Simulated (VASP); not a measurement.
Se:

```xyz
3
Lattice="3.9535 0.0000 0.0000 -1.9767 3.4238 0.0000 0.0000 0.0000 5.1205" Properties=species:S:1:pos:R:3 pbc="T T T"
Se   -0.9711    3.4238    1.7068
Se    3.4507    0.8709    3.4137
Se    1.4739    2.5529    5.1205
```

Program: VASP 6.6.1. Alike in all runs: task single point; level LDA; potentials or basis VASP PAW LDA potentials, release 64 (Se); no spin polarisation; cell as given; cutoff (eV) 520. Hardware: 1 thread of Intel(R) Xeon(R) 6975P-C (Granite Rapids), on a shared host.

**Question.** Order these runs on this cell by their wall time, lowest first.
A. k mesh 2 × 2 × 1; smearing fermi-dirac 0.05 eV
B. k mesh 5 × 5 × 3; smearing fermi-dirac 0.05 eV
C. k mesh 9 × 9 × 6; smearing methfessel-paxton 0.1 eV

**Answer.** A (2.1 s), B (6 s), C (26 s).

Caveats: some runs use coarse meshes.
